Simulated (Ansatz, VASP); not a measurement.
Lu2Si3P in VASP and in Ansatz

```xyz
6
Lattice="3.7772 0.0000 0.0000 -1.8886 3.2711 0.0000 0.0000 0.0000 9.2056" Properties=species:S:1:pos:R:3 pbc="T T T"
Lu    0.0000    2.1808    6.2063
Lu    1.8886    1.0904    2.9993
Si    0.0000    0.0000    4.6028
Si    0.0000    2.1808    1.3969
Si    1.8886    1.0904    7.8086
P     0.0000    0.0000    0.0000
```

Change from the starting cell: species swapped into the Sn3Te2Se type (P-3m1, No. 164).

Alike in both runs: task relaxation of cell and atoms; functional PBE; k mesh 6 × 6 × 2; occupations gaussian, width 0.1 eV; no spin polarisation.

|  | VASP | Ansatz |
| --- | --- | --- |
| version | VASP 6.6.1 | Ansatz 0.2.0 |
| potentials or method | VASP PAW PBE potentials, release 64 (Lu, Si, P), cutoff 600 eV | scalar-relativistic, plane waves, PAW |
| valence electrons in the cell | 67 | 67 |

```csv
,VASP,Ansatz,Ansatz less VASP
"gap on the k mesh at the Fermi level, each at its own relaxed structure (eV)",none,none,-
relaxed volume (Å³/atom),19.58,19.52,-0.059
relaxed length of the cell vector where the two differ most in proportion (Å),3.459,3.454,-0.0057
```

A gap of «none» marks a metal or a gap that the smearing closes.

Neither program's run includes spin-orbit coupling.
